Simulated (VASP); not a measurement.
# TiCo in VASP: a series of runs, part 2 of 2

VASP 6.6.1.

### 3 Single point, PBE

INCAR reads:

```
SYSTEM = TiCo
PREC = Accurate
ENCUT = 520
EDIFF = 1E-6
ISMEAR = -1
SIGMA = 0.1723
LREAL = Auto
LASPH = .TRUE.
NELM = 80
ALGO = Normal
ISIF = 2
LWAVE = .FALSE.
LCHARG = .FALSE.
GGA = PE
NBANDS = 98
ISYM = 0
```

KPOINTS reads:

```
Automatic mesh
0
Gamma
  1 1 1
  0.25 0.25 0.25
```

POSCAR reads:

```
TiCo
1.0
    6.2119360000     -0.0237870000      0.0571590000
   -0.0237870000      6.3309150000     -0.1234120000
    0.0571590000     -0.1234120000      6.2827850000
Ti Co
8 8
Direct
    0.0382868308      0.3552564720      0.8925128704
    0.3043350125      0.6194720503      0.2839406091
    0.0988797305      0.9785187899      0.0719478853
    0.2550278144      0.1891630472      0.4401259720
    0.5497504590      0.5304569479      0.8456465670
    0.6043874122      0.9356240873      0.1930363779
    0.8654948026      0.8488490637      0.6523250984
    0.6979518380      0.1822359138      0.5825276322
    0.4895286915      0.8543353254      0.5440468297
    0.8415176240      0.6067207374      0.1469487359
    0.9999137627      0.5223469956      0.4855887662
    0.4475301607      0.2495972191      0.0707579386
    0.3037640296      0.0369788163      0.8196942568
    0.8031092448      0.2600631606      0.1392587831
    0.2240058252      0.7069303910      0.8235081647
    0.5495767879      0.4807722797      0.4165450209
```

Potentials or basis: VASP PAW PBE potentials, release 64 (Ti_sv, Co).

Launch:

```
$ cat potpaw_PBE.64/Ti_sv/POTCAR potpaw_PBE.64/Co/POTCAR > POTCAR
$ mpirun -np 1 vasp_std > vasp.out
```

OUTCAR:

```text
SYSTEM = TiCo
   PREC = Accurate
   ENCUT = 520
   EDIFF = 1E-6
   ISMEAR = -1
   LREAL = Auto
   LASPH = .TRUE.
   NELM = 80
   ISIF = 2
   GGA = PE
   ISYM = 0

 ion  position               nearest neighbor table
   1  0.038  0.355  0.893-  14 2.21  10 2.52  15 2.55  13 2.63   3 2.71  11 2.82  12 2.89
   2  0.304  0.619  0.284-  16 1.98  11 2.35   9 2.46   6 2.79  12 2.80  10 3.02  15 3.02
   3  0.099  0.979  0.072-  13 2.06  15 2.40  14 2.59   1 2.71  12 2.75   4 2.81  10 2.88
   4  0.255  0.189  0.440-  16 2.60  13 2.63  12 2.63  11 2.65   9 2.69   3 2.81   8 2.91
   5  0.550  0.530  0.846-  15 2.33  12 2.39  10 2.67  16 2.70   8 2.85   9 2.88
   6  0.604  0.936  0.193-   9 2.38  12 2.38  14 2.42  10 2.56   2 2.79   8 2.92
   7  0.865  0.849  0.652-   8 2.42  11 2.43   9 2.45  15 2.67
   8  0.698  0.182  0.583-  16 2.39   7 2.42   9 2.44   5 2.85  14 2.91   4 2.91   6 2.92  11 2.92
                            13 3.00
   9  0.490  0.854  0.544-  13 2.34   6 2.38   8 2.44   7 2.45   2 2.46  16 2.50  15 2.58   4 2.69
                             5 2.88
  10  0.842  0.607  0.147-  14 2.20  11 2.44   1 2.52   6 2.56  16 2.60   5 2.67   3 2.88   2 3.02
[... 10 lines left out ...]
  16  0.550  0.481  0.417-   2 1.98   8 2.39   9 2.50   4 2.60  10 2.60  12 2.66  14 2.69   5 2.70
                            11 2.85

IMPORTANT INFORMATION: All symmetrisations will be switched off!
NOSYMM: (Re-)initialisation of all symmetry stuff for point group C_1.

----------------------------------------------------------------------------------------

                                     Primitive cell

  volume of cell :     246.9661

  direct lattice vectors                    reciprocal lattice vectors
     6.211936000 -0.023787000  0.057159000     0.160995990  0.000576575 -0.001453370
    -0.023787000  6.330915000 -0.123412000     0.000576575  0.158017621  0.003098676
     0.057159000 -0.123412000  6.282785000    -0.001453370  0.003098676  0.159239173

  length of vectors
     6.212244509  6.332162433  6.284256919     0.161003583  0.158049052  0.159275950

  position of ions in fractional coordinates (direct lattice)
[... 108 lines left out ...]
   GGA     = PE    functional components
   LHFCALC =     F    Hartree Fock is set to
   AEXX    =    0.0000 exact exchange contribution
   IVDW    =     0    specifies the selected vdW correction
   LEPSILON=     F    determine dielectric tensor
   LRPA    =     F    only Hartree local field effects (RPA)
 non-spin polarized calculation
  energy-cutoff  :      520.00
  volume of cell :      246.97
 maximum number of plane-waves:      6642
 NGX is ok and might be reduce to    48
   NGX = 23   NGY = 23   NGZ = 23

 number of electron     167.9999999 magnetization

 Free energy of the ion-electron system (eV)
  ---------------------------------------------------
  ext. energy  EPLUGINS =         0.00000000
  ---------------------------------------------------
  free energy    TOTEN  =      -116.97802955 eV

  energy without entropy =     -114.92860860  energy(sigma->0) =     -115.95331907

 E-fermi :   7.9350     XC(G=0): -11.6504

 val. band max:        7.9341369969   @ k =   0.2500   0.2500   0.2500
 cond. band min:       7.9717009067   @ k =   0.2500   0.2500   0.2500
 fundamental gap:      0.0375639098
 Fermi energy:         7.9349883056

 k-point     1 :       0.2500    0.2500    0.2500
  band No.  band energies     occupation
      1     -49.2299      2.00000
      2     -49.1604      2.00000
      3     -49.0187      2.00000
      4     -49.0120      2.00000
      5     -49.0025      2.00000
      6     -48.8683      2.00000
[... 88 lines left out ...]
     95       8.8844      0.00806
     96       9.0339      0.00339
 [bands above 96 left out]

------------------------ aborting loop because EDIFF is reached ----------------------------------------

  FORCE on cell =-STRESS in cart. coord.  units (eV):
  Direction    XX          YY          ZZ          XY          YZ          ZX
  --------------------------------------------------------------------------------------
  -------------------------------------------------------------------------------------
  Total       -6.9066801      2.8097555    -13.0768582     -1.3156127     -0.8279646     -0.2642682
  in kB      -44.8066657     18.2281175    -84.8353200     -8.5349569     -5.3713700     -1.7144237
  external PRESSURE =     -37.1379561 kB  Pullay stress =       0.0000000 kB

 VOLUME and BASIS-vectors are now :
 -----------------------------------------------------------------------------
  energy-cutoff  :      520.00
  volume of cell :      246.97
      direct lattice vectors                 reciprocal lattice vectors
     6.211936000 -0.023787000  0.057159000     0.160995990  0.000576575 -0.001453370
    -0.023787000  6.330915000 -0.123412000     0.000576575  0.158017621  0.003098676
     0.057159000 -0.123412000  6.282785000    -0.001453370  0.003098676  0.159239173

 POSITION                                       TOTAL-FORCE (eV/Angst)
 -----------------------------------------------------------------------------------
      0.28040      2.13804      5.56581         1.060656      1.213146     -1.065540
      1.89200      3.87954      1.72488        -2.815762      0.702822     -1.271420
      0.59507      6.18369      0.33692        -1.879892     -1.347678      2.102613
      1.60487      1.13719      2.75645        -0.601840      0.585109      0.811741
      3.45073      3.24084      5.27897        -0.132575      0.354030      0.057354
      3.74319      5.88516      1.13188         0.466174     -0.975196     -0.829352
[... 8 lines left out ...]
      1.42176      4.36856      5.09949        -0.390458     -2.026771     -0.252935
      3.42631      2.97925      2.58914         3.396745     -1.024545      0.168903
 -----------------------------------------------------------------------------------
    total drift:                                0.012478     -0.018369      0.004841

  FREE ENERGIE OF THE ION-ELECTRON SYSTEM (eV)
  ---------------------------------------------------
  free  energy   TOTEN  =      -116.9780295462 eV

  energy  without entropy=     -114.9286086027  energy(sigma->0) =     -115.95331907
```

stdout:

```text
POSCAR found type information on POSCAR TiCo
 POSCAR found :  2 types and      16 ions
 scaLAPACK will be used
 LDA part: xc-table for (Slater+PW92), standard interpolation
 POSCAR, INCAR and KPOINTS ok, starting setup
 FFT: planning ... GRIDC
 FFT: planning ... GRID_SOFT
 FFT: planning ... GRID
 WAVECAR not read
 entering main loop
```

It took 3.4 min on 1 thread of Intel Xeon 8259CL, shared host; peak memory 0.34 GiB.

Results:

```
Free energy   : -116.9780 eV
Pressure      : -3.7 GPa
Largest force : 3.552 eV/Å
```

Forces on the atoms (eV/Å):
```
Ti   1.061  1.213 -1.066
Ti  -2.816  0.703 -1.271
Ti  -1.880 -1.348  2.103
Ti  -0.602  0.585  0.812
Ti  -0.133  0.354  0.057
Ti   0.466 -0.975 -0.829
Ti   1.030 -1.477 -0.072
Ti  -0.025  1.493  0.016
Co  -0.334 -0.130  0.653
Co   0.534  1.786 -0.324
Co  -0.901 -0.800  0.580
Co  -0.890  0.369  0.342
Co   1.094  2.308 -2.039
Co   0.389 -1.029  1.122
Co  -0.390 -2.027 -0.253
Co   3.397 -1.025  0.169
```

Caveat: the k points lie up to 1.01 Å⁻¹ apart, too coarse for converged energies, forces and pressures; atoms lie so close that the PAW spheres overlap strongly, which falsifies energies and pressures; the atoms stand as in a frame of molecular dynamics; the run has no spin polarisation, though such a crystal can be magnetic.

### 4 Single point, PBE

INCAR reads:

```
PREC     = Accurate       # precision mode
ENCUT    = 520            # plane-wave cutoff, eV
EDIFF    = 1E-6           # SCF threshold, eV
ISMEAR   = -1             # smearing method
SIGMA    = 0.1723         # smearing width, eV
LREAL    = Auto         
LASPH    = T              # aspherical terms in the spheres
NELM     = 80             # most SCF steps
ALGO     = Normal         # electronic algorithm
ISIF     = 2              # what is computed and relaxed
LWAVE    = F              # write WAVECAR
LCHARG   = T              # write CHGCAR
GGA      = PE             # functional
LELF     = T              # ELF
LVHAR    = T            
NBANDS   = 98             # bands
ISYM     = 0
```

KPOINTS is that of step 3.

POSCAR reads:

```
TiCo
1.0
    6.2119360000     -0.0237870000      0.0571590000
   -0.0237870000      6.3309150000     -0.1234120000
    0.0571590000     -0.1234120000      6.2827850000
Ti Co
8 8
Direct
    0.1134351590      0.3509303198      0.8993269979
    0.2825004371      0.6224807379      0.2806437194
    0.0691384862      1.0432547785      0.1449999120
    0.3346532935      0.2205991452      0.4523793404
    0.6661969692      0.5703769748      0.8705824265
    0.5569828783      0.9314546396      0.1508864454
    0.9267638646      0.7579790107      0.5735970290
    0.7416367469      0.1458713732      0.7164372270
    0.5457372498      0.7809243158      0.5058342178
    0.9202690154      0.6801156598      0.1595144155
    0.9625016178      0.3445166603      0.4930206684
    0.4393424072      0.2279642848      0.1161789168
    0.3177657563      0.0084099323      0.7974335766
    0.8677397845      0.3110978075      0.1306019646
    0.2942199344      0.6740408949      0.7973373938
    0.6066597392      0.4812243766      0.3654264468
```

Launch:

```
$ cat potpaw_PBE.64/Ti_sv/POTCAR potpaw_PBE.64/Co/POTCAR > POTCAR
$ mpirun -np 1 vasp_std > vasp.out
```

It took 4.2 min on 1 thread of Intel Xeon 8259CL, shared host; peak memory 0.33 GiB.

Results (log left out):

| Item | Value |
| --- | --- |
| Free energy | -116.6212 eV |
| Pressure | -3.0 GPa |
| Largest force | 3.456 eV/Å |

Forces in eV/Å, atoms in the order of the input:
```
Ti   1.756  1.710 -2.436
Ti  -1.225 -0.074 -0.747
Ti  -0.058 -2.829  0.236
Ti  -0.092 -0.631  2.593
Ti  -0.963 -0.886 -0.072
Ti   1.844 -1.585 -0.007
Ti   0.849 -0.255 -0.563
Ti  -0.821 -0.136  0.200
Co  -0.211  2.447  1.889
Co  -0.349  0.267  0.294
Co   0.150  0.731  0.339
Co   0.410  2.494 -2.172
Co   0.307  1.190 -0.052
Co  -2.794 -0.196  0.414
Co  -0.216 -0.906  0.291
Co   1.411 -1.341 -0.208
```

Stress tensor (GPa, compression positive):
```
-3.47 -0.25 -1.11
-0.25  2.60  0.00
-1.11  0.00 -8.04
```

Levels at points of the mesh, in eV from the Fermi level:
| k point | band 80 | band 81 | band 82 | band 83 | band 84 | band 85 | band 86 | band 87 | band 88 | band 89 |
| --- | --- | --- | --- | --- | --- | --- | --- | --- | --- | --- |
| (0.25, 0.25, 0.25) | -0.48 | -0.36 | -0.17 | -0.08 | -0.02 | 0.02 | 0.07 | 0.22 | 0.32 | 0.45 |

Caveat: the k points lie up to 1.01 Å⁻¹ apart, too coarse for converged energies, forces and pressures; the atoms stand as in a frame of molecular dynamics; the run has no spin polarisation, though such a crystal can be magnetic. Spin polarisation is off, so any magnetic state and its effect on volume and gap are missing.

### 5 Molecular dynamics, PBE

INCAR reads:

```
SYSTEM = TiCo
PREC = Accurate ; ENCUT = 520
EDIFF = 1E-5 ; ISMEAR = -1
SIGMA = 0.1723 ; LREAL = Auto
LASPH = .True. ; NELM = 80
ALGO = Normal ; ISIF = 2
LWAVE = .False. ; LCHARG = .False.
GGA = PE ; NBANDS = 98
ISYM = 0 ; IBRION = 0
NSW = 40 ; POTIM = 3.0
TEBEG = 2000.0 ; TEEND = 2000.0
NELMIN = 4 ; RANDOM_SEED = 35062 0 0
MDALGO = 3 ; LANGEVIN_GAMMA = 5 5
```

KPOINTS is that of step 4.

POSCAR reads:

```
TiCo
1.0
    6.2119360000     -0.0237870000      0.0571590000
   -0.0237870000      6.3309150000     -0.1234120000
    0.0571590000     -0.1234120000      6.2827850000
Ti Co
8 8
Direct
    0.0225479699      0.3085122284      0.8801936623
    0.2023862300      0.5719308675      0.2562363052
    0.0263335457      0.9651114659      0.1315094886
    0.2598691826      0.2088088953      0.4800112690
    0.5611851951      0.5390561409      0.8982857774
    0.5760087123      0.9405210732      0.1230927132
    0.7542499251      0.8175725007      0.6589480005
    0.7009362450      0.2208116881      0.5483962920
    0.3045429768      0.8314002272      0.4456104293
    0.8235213840      0.6419347404      0.0945185232
    0.9379701825      0.6824281616      0.4816592712
    0.4576860540      0.2788801102      0.1094797683
    0.2762866438      0.0291471699      0.8012287698
    0.9238914493      0.3155191361      0.3321096675
    0.1929295084      0.6573199955      0.8815246927
    0.5652882870      0.5389573690      0.3555815546
```

Launch:

```
$ cat potpaw_PBE.64/Ti_sv/POTCAR potpaw_PBE.64/Co/POTCAR > POTCAR
$ mpirun -np 1 vasp_std > vasp.out
```

It took 51 min on 1 thread of AMD EPYC 7R43 (Zen 3), shared host; peak memory 0.33 GiB.

Caveat: the k points lie up to 1.01 Å⁻¹ apart, too coarse for converged energies, forces and pressures; atoms lie so close that the PAW spheres overlap strongly, which falsifies energies and pressures; the run has no spin polarisation, though such a crystal can be magnetic. Spin polarisation is off, so any magnetic state and its effect on volume and gap are missing.

### 6 Summary

```csv
task,cell,pressure (GPa),largest force (eV/Å)
single point,"as given, atomic positions A",-3.5,2.59
single point,"as given, atomic positions B",-3.7,3.55
single point,"as given, atomic positions C",-3.0,3.46
molecular dynamics,"as given, atomic positions D",-,-
```

Alike in all rows: level PBE; potentials or basis VASP PAW PBE potentials, release 64 (Ti_sv, Co); no spin polarisation; k mesh 1 × 1 × 1, shifted; cutoff (eV) 520; smearing fermi-dirac 0.1723 eV.

Caveats: all runs use coarse meshes; the run has no spin polarisation, though such a crystal can be magnetic; the atoms stand as in a frame of molecular dynamics (at least some runs); atoms lie so close that the PAW spheres overlap strongly, which falsifies energies and pressures (at least some runs).

Total energies depend on the potentials used, so only differences within one code and one set of settings carry meaning.
